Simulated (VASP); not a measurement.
# Ag (P6_3/mmc) in VASP: a series of runs, part 2 of 2

VASP 6.6.1. Earlier steps stand in the parts before.

## 4. Electric field gradients, r2SCAN

File POSCAR:

```
Ag
1.0
    2.9300000000      0.0000000000      0.0000000000
   -1.4650000000      2.5374544331      0.0000000000
    0.0000000000      0.0000000000      4.7900000000
Ag
2
Direct
    0.3333333333      0.6666666667      0.2500000000
    0.6666666667      0.3333333333      0.7500000000
```

File INCAR.step1:

```
PREC     = Accurate       # precision mode
ENCUT    = 520            # plane-wave cutoff, eV
ISMEAR   = -1             # smearing method
SIGMA    = 0.05           # smearing width, eV
LREAL    = False          # projectors in reciprocal space
LASPH    = True           # aspherical terms in the spheres
NELM     = 80             # most SCF steps
NBANDS   = 18             # bands
GGA      = PE             # functional
ALGO     = Normal         # electronic algorithm
EDIFF    = 1E-4           # SCF threshold, eV
LWAVE    = True           # write WAVECAR
LCHARG   = False          # write CHGCAR
```

File INCAR.step2:

```
PREC     = Accurate       # precision mode
ENCUT    = 520            # plane-wave cutoff, eV
EDIFF    = 1E-8           # SCF threshold, eV
ISMEAR   = -1             # smearing method
SIGMA    = 0.05           # smearing width, eV
LREAL    = False          # projectors in reciprocal space
LASPH    = True           # aspherical terms in the spheres
NELM     = 80             # most SCF steps
ALGO     = Normal         # electronic algorithm
ISIF     = 2              # what is computed and relaxed
LWAVE    = False          # write WAVECAR
LCHARG   = False          # write CHGCAR
METAGGA  = R2SCAN         # meta-GGA
LMIXTAU  = True         
LEFG     = True         
NBANDS   = 18             # bands
ISTART   = 1
```

File KPOINTS:

```
regular mesh
0
Gamma
  18 18 10
```

Potentials or basis: VASP PAW PBE potentials, release 64 (Ag).

Run with:

```console
$ cat potpaw_PBE.64/Ag/POTCAR > POTCAR
$ cp INCAR.step1 INCAR
$ mpirun -np 1 vasp_std > vasp.out
$ cp INCAR.step2 INCAR
$ mpirun -np 1 vasp_std > vasp.out
```

OUTCAR:

```text
PREC = Accurate
   ENCUT = 520
   EDIFF = 1E-8
   ISMEAR = -1
   LREAL = False
   LASPH = True
   NELM = 80
   ISIF = 2
   METAGGA = R2SCAN
   ISTART = 1

 ion  position               nearest neighbor table
   1  0.333  0.667  0.250-   2 2.93   2 2.93   2 2.93   2 2.93   2 2.93   2 2.93
   2  0.667  0.333  0.750-   1 2.93   1 2.93   1 2.93   1 2.93   1 2.93   1 2.93

  LATTYP: Found a hexagonal cell.
 ALAT       =     2.9300000000
 C/A-ratio  =     1.6348122867

  Lattice vectors:

 A1 = (   2.9300000000,   0.0000000000,   0.0000000000)
 A2 = (  -1.4650000000,   2.5374544331,   0.0000000000)
 A3 = (   0.0000000000,   0.0000000000,   4.7900000000)

Analysis of symmetry for initial positions (statically):
=====================================================================
 Subroutine PRICEL returns:
 Original cell was already a primitive cell.

 Routine SETGRP: Setting up the symmetry group for a
 hexagonal supercell.

 Subroutine GETGRP returns: Found 24 space group operations
 (whereof 12 operations were pure point group operations)
[... 694 lines left out ...]
     2.930000000  0.000000000  0.000000000     0.341296928  0.197047873  0.000000000
    -1.465000000  2.537454433  0.000000000     0.000000000  0.394095747  0.000000000
     0.000000000  0.000000000  4.790000000     0.000000000  0.000000000  0.208768267

 POSITION                                       TOTAL-FORCE (eV/Angst)
 -----------------------------------------------------------------------------------
     -0.00000      1.69164      1.19750        -0.000000      0.000000      0.000000
      1.46500      0.84582      3.59250         0.000000      0.000000      0.000000
 -----------------------------------------------------------------------------------
    total drift:                               -0.000000      0.000000     -0.000000

  FREE ENERGIE OF THE ION-ELECTRON SYSTEM (eV)
  ---------------------------------------------------
  free  energy   TOTEN  =       -42.7004196195 eV

  energy  without entropy=      -42.6947670265  energy(sigma->0) =      -42.69759332

 Electric field gradients (V/A^2)
---------------------------------------------------------------------
 ion       V_xx      V_yy      V_zz      V_xy      V_xz      V_yz
---------------------------------------------------------------------
   1      -0.531    -0.532     1.063    -0.001     0.000    -0.000
   2      -0.531    -0.532     1.063    -0.001    -0.000     0.000
---------------------------------------------------------------------

 Electric field gradients after diagonalization (V/A^2)
 (convention: |V_zz| > |V_xx| > |V_yy|)
----------------------------------------------------------------------
 ion       V_xx      V_yy      V_zz     asymmetry (V_yy - V_xx)/ V_zz
----------------------------------------------------------------------
   1      -0.533    -0.531     1.063       0.002
   2      -0.533    -0.531     1.063       0.002
----------------------------------------------------------------------

           NMR quadrupolar parameters

 Cq : quadrupolar parameter    Cq=e*Q*V_zz/h
 eta: asymmetry parameters     (V_yy - V_xx)/ V_zz
 Q  : nuclear electric quadrupole moment in mb (millibarn)
----------------------------------------------------------------------
 ion       Cq(MHz)       eta       Q (mb)
----------------------------------------------------------------------
   1       0.003       0.002       1.000
   2       0.003       0.002       1.000
----------------------------------------------------------------------
```

OUTCAR.step1:

```text
PREC = Accurate
   ENCUT = 520
   ISMEAR = -1
   LREAL = False
   LASPH = True
[... 728 lines left out ...]
     -0.00000      1.69164      1.19750        -0.000000     -0.000000      0.000000
      1.46500      0.84582      3.59250         0.000000      0.000000      0.000000
 -----------------------------------------------------------------------------------
    total drift:                               -0.000000      0.000000     -0.000000

  FREE ENERGIE OF THE ION-ELECTRON SYSTEM (eV)
  ---------------------------------------------------
  free  energy   TOTEN  =        -5.4284335595 eV

  energy  without entropy=       -5.4223411484  energy(sigma->0) =       -5.42538735
```

OSZICAR.step1:

```text
N       E                     dE             d eps       ncg     rms          rms(c)
DAV:   1     0.124767098710E+03    0.12477E+03   -0.11730E+04  7992   0.121E+03
DAV:   2    -0.387773808859E+01   -0.12864E+03   -0.12232E+03  8334   0.266E+02
DAV:   3    -0.589937976246E+01   -0.20216E+01   -0.20144E+01  9164   0.376E+01
DAV:   4    -0.590556187712E+01   -0.61821E-02   -0.61816E-02  8832   0.205E+00
DAV:   5    -0.590561368100E+01   -0.51804E-04   -0.51804E-04  8818   0.201E-01    0.660E+00
DAV:   6    -0.544627472689E+01    0.45934E+00   -0.11583E+00  8288   0.115E+01    0.437E+00
DAV:   7    -0.543333636547E+01    0.12938E-01   -0.13906E-02  8606   0.109E+00    0.249E+00
DAV:   8    -0.542842016542E+01    0.49162E-02   -0.11233E-03  8364   0.276E-01    0.106E-01
DAV:   9    -0.542843355954E+01   -0.13394E-04   -0.15327E-05  4904   0.305E-02
   1 F= -.54284336E+01 E0= -.54253874E+01  d E =-.609241E-02
```

It took 9.9 min on 1 thread of Intel Xeon 8259CL, shared host; peak memory 0.25 GiB.

What came out:

```
Free energy                             : -42.7004 eV
Pressure                                : -2.5 GPa
Band gap on the k mesh                  : zero (bands 11 and 12 overlap by 7.83 eV)
Largest electric field gradient by atom : Ag +1.1 V/Å²
```

Electric field gradients, principal values (V/Å²):
```tsv
atom	least	middle	greatest (by size)
1 Ag	-0.531	-0.533	1.063
2 Ag	-0.531	-0.533	1.063
```

Caveat: without QUAD_EFG the Cq values of the log hold for a quadrupole moment of 1 mb, not for the nuclei; the PAW data sets were made with another functional, which shifts forces and pressure a little.

## 5. The runs side by side

| level | potentials or basis | k mesh | smearing | gap on the mesh (eV) | pressure (GPa) |
| --- | --- | --- | --- | --- | --- |
| PBE | VASP PAW PBE potentials, release 64 (Ag) | 17 × 17 × 9 | fermi-dirac 0.02 eV | none | 0.2 |
| LDA | VASP PAW LDA potentials, release 64 (Ag) | 18 × 18 × 10 | fermi-dirac 0.05 eV | none | -10.5 |
| r2SCAN | VASP PAW PBE potentials, release 64 (Ag) | 18 × 18 × 10 | fermi-dirac 0.05 eV | none | -2.5 |

Alike in all rows: task electric field gradients; no spin polarisation; cell as given; cutoff (eV) 520.

Caveats: the cell stands under tension (at least some runs); the PAW data sets were made with another functional, which shifts forces and pressure a little (at least some runs).

Absolute energies hang on the potentials; compare differences alone.
